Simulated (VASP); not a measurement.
# Zn2GeN (P-6m2) in VASP: further runs, part 2 of 2

VASP 6.6.1. The steps go on from the part before.

### 5 Single point, PBE

This run uses another cell than the first one, of 17.77 Å³/atom, 1.232 times its volume.

File INCAR:

```
SYSTEM = Zn2GeN
PREC     = Accurate       ! precision mode
ENCUT    = 520            ! plane-wave cutoff, eV
EDIFF    = 1E-6           ! SCF threshold, eV
ISMEAR   = 0              ! smearing method
SIGMA    = 0.1            ! smearing width, eV
LREAL    = .False.        ! projectors in reciprocal space
LASPH    = .True.         ! aspherical terms in the spheres
NELM     = 80             ! most SCF steps
ALGO     = Normal         ! electronic algorithm
ISIF     = 2              ! what is computed and relaxed
LWAVE    = .False.        ! write WAVECAR
LCHARG   = .False.        ! write CHGCAR
GGA      = PE             ! functional
NBANDS   = 30             ! bands
```

File KPOINTS:

```
regular mesh
0
Gamma
  12 12 10
  0 0 0
```

File POSCAR:

```
Zn2GeN
1.0
    4.0249483700      0.0000000000      0.0000000000
   -2.0124741850      3.4857075373      0.0000000000
    0.0000000000      0.0000000000      5.0654768656
Zn Ge N
2 1 1
Direct
    0.6666666667      0.3333333333      0.5000000000
    0.3333333333      0.6666666667      0.5000000000
    0.3333333333      0.6666666667      0.0000000000
    0.0000000000      0.0000000000      0.5000000000
```

Potentials or basis: VASP PAW PBE potentials, release 64 (Zn, Ge_d, N).

The run is started by

```sh
> cat potpaw_PBE.64/Zn/POTCAR potpaw_PBE.64/Ge_d/POTCAR potpaw_PBE.64/N/POTCAR > POTCAR
> mpirun -np 1 vasp_std > vasp.out
```

OUTCAR:

```text
SYSTEM = Zn2GeN
   PREC = Accurate
   ENCUT = 520
   EDIFF = 1E-6
   ISMEAR = 0
   LREAL = .False.
   LASPH = .True.
   NELM = 80
   ISIF = 2
   GGA = PE

 ion  position               nearest neighbor table
   1  0.667  0.333  0.500-   2 2.32   4 2.32   2 2.32   4 2.32   4 2.32   2 2.32
   2  0.333  0.667  0.500-   1 2.32   4 2.32   1 2.32   4 2.32   4 2.32   1 2.32   3 2.53   3 2.53

   3  0.333  0.667  0.000-   2 2.53   2 2.53
   4  0.000  0.000  0.500-   1 2.32   2 2.32   2 2.32   1 2.32   1 2.32   2 2.32

  LATTYP: Found a hexagonal cell.
 ALAT       =     4.0249483700
 C/A-ratio  =     1.2585197125
[... 991 lines left out ...]
  --------------------------------------------------------------------------------------
  -------------------------------------------------------------------------------------
  Total        0.1590487      0.1590487      0.0181552      0.0000000     -0.0000000      0.0000000
  in kB        3.5856607      3.5856607      0.4092990      0.0000000     -0.0000000      0.0000000
  external PRESSURE =       2.5268735 kB  Pullay stress =       0.0000000 kB

 VOLUME and BASIS-vectors are now :
 -----------------------------------------------------------------------------
  energy-cutoff  :      520.00
  volume of cell :       71.07
      direct lattice vectors                 reciprocal lattice vectors
     4.024948370  0.000000000  0.000000000     0.248450392  0.143442901  0.000000000
    -2.012474185  3.485707537  0.000000000     0.000000000  0.286885801  0.000000000
     0.000000000  0.000000000  5.065476866     0.000000000  0.000000000  0.197414780

 POSITION                                       TOTAL-FORCE (eV/Angst)
 -----------------------------------------------------------------------------------
      2.01247      1.16190      2.53274        -0.000000      0.000000      0.000000
     -0.00000      2.32381      2.53274         0.000000     -0.000000      0.000000
     -0.00000      2.32381      0.00000         0.000000     -0.000000      0.000000
      0.00000      0.00000      2.53274         0.000000     -0.000000      0.000000
 -----------------------------------------------------------------------------------
    total drift:                                0.000000     -0.000000     -0.000000

  FREE ENERGIE OF THE ION-ELECTRON SYSTEM (eV)
  ---------------------------------------------------
  free  energy   TOTEN  =       -10.8261938761 eV

  energy  without entropy=      -10.8165234390  energy(sigma->0) =      -10.82135866
```

OSZICAR:

```text
N       E                     dE             d eps       ncg     rms          rms(c)
DAV:   1     0.341673605171E+03    0.34167E+03   -0.20831E+04  7694   0.289E+03
DAV:   2     0.418068421414E+02   -0.29987E+03   -0.28740E+03  6872   0.622E+02
DAV:   3    -0.106975126284E+02   -0.52504E+02   -0.51563E+02  7690   0.169E+02
DAV:   4    -0.131529754759E+02   -0.24555E+01   -0.24459E+01  7692   0.398E+01
DAV:   5    -0.131928060941E+02   -0.39831E-01   -0.39825E-01  7730   0.559E+00    0.101E+01
DAV:   6    -0.120605407148E+02    0.11323E+01   -0.26989E+01  9946   0.505E+01    0.101E+01
DAV:   7    -0.108514252495E+02    0.12091E+01   -0.89008E+00  8826   0.139E+01    0.421E+00
DAV:   8    -0.108367147477E+02    0.14711E-01   -0.59060E-01  7140   0.517E+00    0.172E+00
DAV:   9    -0.108265186238E+02    0.10196E-01   -0.51172E-02  8156   0.214E+00    0.325E-01
DAV:  10    -0.108262584498E+02    0.26017E-03   -0.12449E-02  7922   0.108E+00    0.173E-01
DAV:  11    -0.108262002965E+02    0.58153E-04   -0.88756E-04  7830   0.651E-01    0.926E-02
DAV:  12    -0.108262026095E+02   -0.23131E-05   -0.29573E-04  8590   0.241E-01    0.254E-02
DAV:  13    -0.108261979655E+02    0.46440E-05   -0.61371E-05  8154   0.134E-01    0.201E-02
DAV:  14    -0.108261939426E+02    0.40230E-05   -0.27224E-05  8322   0.398E-02    0.951E-03
DAV:  15    -0.108261938761E+02    0.66435E-07   -0.55691E-06  7508   0.502E-02
   1 F= -.10826194E+02 E0= -.10821359E+02  d E =-.967044E-02
```

It used 220 s of CPU time on 1 thread of Intel Xeon 6975P-C (shared host).

Results:

| Property | Result |
| --- | --- |
| Free energy | -10.8262 eV |
| Pressure | 0.3 GPa |

Levels at points of the mesh, in eV from the Fermi level:
| k point | band 17 | band 18 | band 19 | band 20 | band 21 | band 22 | band 23 | band 24 | band 25 | band 26 |
| --- | --- | --- | --- | --- | --- | --- | --- | --- | --- | --- |
| (0.00, 0.00, 0.00) | -6.99 | -4.20 | -2.22 | -1.75 | -1.75 | 0.69 | 1.37 | 1.37 | 4.29 | 4.93 |
| (0.50, 0.00, 0.00) | -6.70 | -4.82 | -3.86 | -2.04 | -1.86 | -1.08 | 0.85 | 1.56 | 3.47 | 3.82 |
| (0.00, 0.00, 0.50) | -7.20 | -4.70 | -1.71 | -1.71 | -1.44 | 2.29 | 2.29 | 3.15 | 3.20 | 3.20 |
| (0.50, 0.00, 0.50) | -7.00 | -6.25 | -3.71 | -2.79 | -1.75 | -0.12 | 1.30 | 1.82 | 4.70 | 6.17 |

### 6 Relaxation of cell and atoms, PBE

This run uses another cell than the first one, of 17.71 Å³/atom, 1.229 times its volume.

File INCAR:

```
ALGO = Normal
EDIFF = 1E-6
EDIFFG = -0.01
ENCUT = 600
GGA = PE
IBRION = 2
ISIF = 3
ISMEAR = 0
LASPH = T
LCHARG = F
LREAL = F
LWAVE = F
NELM = 80
NSW = 100
PREC = Accurate
SIGMA = 0.1
```

File KPOINTS:

```
k-points
0
Gamma
  12 12 10
```

File POSCAR:

```
Zn2GeN
1.0
    4.0380606021      0.0000000000      0.0000000000
   -2.0190303011      3.4970630635      0.0000000000
    0.0000000000      0.0000000000      5.0174750884
Zn Ge N
2 1 1
Direct
    0.6666666667      0.3333333333      0.5000000000
    0.3333333333      0.6666666667      0.5000000000
    0.3333333333      0.6666666667      0.0000000000
    0.0000000000      0.0000000000      0.5000000000
```

Potentials or basis: VASP PAW PBE potentials, release 64 (Zn, Ge_d, N).

The run is started by

```sh
> cat potpaw_PBE.64/Zn/POTCAR potpaw_PBE.64/Ge_d/POTCAR potpaw_PBE.64/N/POTCAR > POTCAR
> mpirun -np 1 vasp_std > vasp.out
```

Wall time 9 min (1 thread of Intel Xeon 6975P-C, shared host); peak memory 0.38 GiB.

It converged, with:

| Property | Result |
| --- | --- |
| Free energy | -10.8273 eV |
| Relaxed volume | 17.84 Å³/atom |
| Relaxed cell | a = 4.033 Å, b = 4.033 Å, c = 5.066 Å, α = 90.00°, β = 90.00°, γ = 120.00° |
| Space group after relaxing (to 0.05 Å) | P-6m2 (No. 187) |
| Energy gained by relaxing | 0.4 meV/atom |
| Ionic steps | 3 |
| Pressure after relaxing | 0.0 GPa |

Step by step:
```tsv
step	energy change (eV)	largest force (eV/Å)	pressure (GPa)	volume (Å³)
1	0.0000	0.0000	0.19	70.85
2	-0.0012	0.0000	0.14	71.07
3	-0.0016	0.0000	-0.03	71.36
```

Final structure:
```yaml
crystal:
  lattice:
    - [4.03308, 0.00000, 0.00000]
    - [-2.01654, 3.49275, 0.00000]
    - [0.00000, 0.00000, 5.06586]
  atoms:
    - { symbol: Zn, position: [0.66667, 0.33333, 0.50000] }
    - { symbol: Zn, position: [0.33333, 0.66667, 0.50000] }
    - { symbol: Ge, position: [0.33333, 0.66667, 0.00000] }
    - { symbol: N, position: [0.00000, 0.00000, 0.50000] }
```

Levels at points of the mesh, in eV from the Fermi level:
| k point | band 17 | band 18 | band 19 | band 20 | band 21 | band 22 | band 23 | band 24 | band 25 |
| --- | --- | --- | --- | --- | --- | --- | --- | --- | --- |
| (0.00, 0.00, 0.00) | -6.98 | -4.17 | -2.23 | -1.75 | -1.75 | 0.68 | 1.35 | 1.35 | 4.26 |
| (0.50, 0.00, 0.00) | -6.70 | -4.82 | -3.84 | -2.04 | -1.86 | -1.08 | 0.84 | 1.55 | 3.44 |
| (0.00, 0.00, 0.50) | -7.20 | -4.71 | -1.71 | -1.71 | -1.43 | 2.26 | 2.26 | 3.14 | 3.19 |
| (0.50, 0.00, 0.50) | -6.99 | -6.24 | -3.69 | -2.78 | -1.76 | -0.12 | 1.29 | 1.81 | 4.69 |

### 7 Summary

```tsv
task	cell	k mesh	cutoff (eV)	gap on the mesh (eV)	pressure (GPa)	relaxed volume (Å³/atom)
single point	a = 3.893, b = 3.893, c = 4.393 Å, angles 90.0, 90.0, 120.0°, 4 atoms	6 × 6 × 4	520	none	22.7	-
single point	a = 4.038, b = 4.038, c = 5.017 Å, angles 90.0, 90.0, 120.0°, 4 atoms	6 × 6 × 4	520	none	0.3	-
relaxation of cell and atoms	relaxed from a = 3.893, b = 3.893, c = 4.393 Å, angles 90.0, 90.0, 120.0°, 4 atoms	6 × 6 × 4	600	none	-0.1	17.82
single point	a = 4.025, b = 4.025, c = 5.065 Å, angles 90.0, 90.0, 120.0°, 4 atoms	12 × 12 × 10	520	none	0.3	-
relaxation of cell and atoms	relaxed from a = 4.038, b = 4.038, c = 5.017 Å, angles 90.0, 90.0, 120.0°, 4 atoms	12 × 12 × 10	600	none	0.0	17.84
```

Alike in all rows: level PBE; potentials or basis VASP PAW PBE potentials, release 64 (Zn, Ge_d, N); no spin polarisation; smearing gaussian 0.1 eV.

Caveats: the volume moved by over 15 % at a fixed basis, so the end points are rough (some runs).

Total energies depend on the potentials used, so only differences within one code and one set of settings carry meaning.
